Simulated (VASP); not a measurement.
Write the native input for VASP 6.6.1 that does the following.

- Task: single point
- Functional: r2SCAN
- Potentials or basis: VASP PAW PBE potentials, release 64 (Cd, Te)
- Cutoff: 520 eV
- k mesh: 10 × 10 × 10
- Occupations: gaussian, width 0.05 eV
- Spin: no spin polarisation
- Dipole correction: no
- Further INCAR settings: ALGO = Normal; EDIFF = 1e-06; NBANDS = 16

The system is CdTe.

```
CELL_PARAMETERS angstrom
0.00000 3.30947 3.30947
3.30947 0.00000 3.30947
3.30947 3.30947 0.00000
ATOMIC_POSITIONS crystal
Cd 0.00000 0.00000 0.00000
Te 0.25000 0.25000 0.25000
```

One way to write it, as run:

POSCAR

```
CdTe
1.0
    0.0000000000      3.3094743502      3.3094743502
    3.3094743502      0.0000000000      3.3094743502
    3.3094743502      3.3094743502      0.0000000000
Cd Te
1 1
Direct
    0.0000000000      0.0000000000      0.0000000000
    0.2500000000      0.2500000000      0.2500000000
```

INCAR.step1

```
ALGO = Normal ; EDIFF = 1E-4
ENCUT = 520 ; GGA = PE
ISMEAR = 0 ; LASPH = T
LCHARG = F ; LREAL = F
LWAVE = T ; NBANDS = 16
NELM = 100 ; PREC = Accurate
SIGMA = 0.05
```

INCAR.step2

```
ALGO = Normal ; EDIFF = 1E-6
ENCUT = 520 ; ISIF = 2
ISMEAR = 0 ; ISTART = 1
LASPH = T ; LCHARG = F
LMIXTAU = T ; LREAL = F
LWAVE = F ; METAGGA = R2SCAN
NBANDS = 16 ; NELM = 100
PREC = Accurate ; SIGMA = 0.05
```

KPOINTS

```
k-points
0
Gamma
  10 10 10
```

Potentials or basis: VASP PAW PBE potentials, release 64 (Cd, Te).

Run with:

```bash
$ cat potpaw_PBE.64/Cd/POTCAR potpaw_PBE.64/Te/POTCAR > POTCAR
$ cp INCAR.step1 INCAR
$ mpirun -np 1 vasp_std > vasp.out
$ cp INCAR.step2 INCAR
$ mpirun -np 1 vasp_std > vasp.out
```

It gave:

```
Pressure               : -1.0 GPa
Band gap on the k mesh : 1.07 eV, direct
```

Caveat: the PAW data sets were made with another functional, which shifts forces and pressure a little; spin-orbit coupling is left out, which moves the levels of the heavy elements.

Run time: 4.4 min on 1 thread of AMD EPYC 7R43 64-Core Processor (Zen 3), on a shared host, peak memory 0.21 GiB.
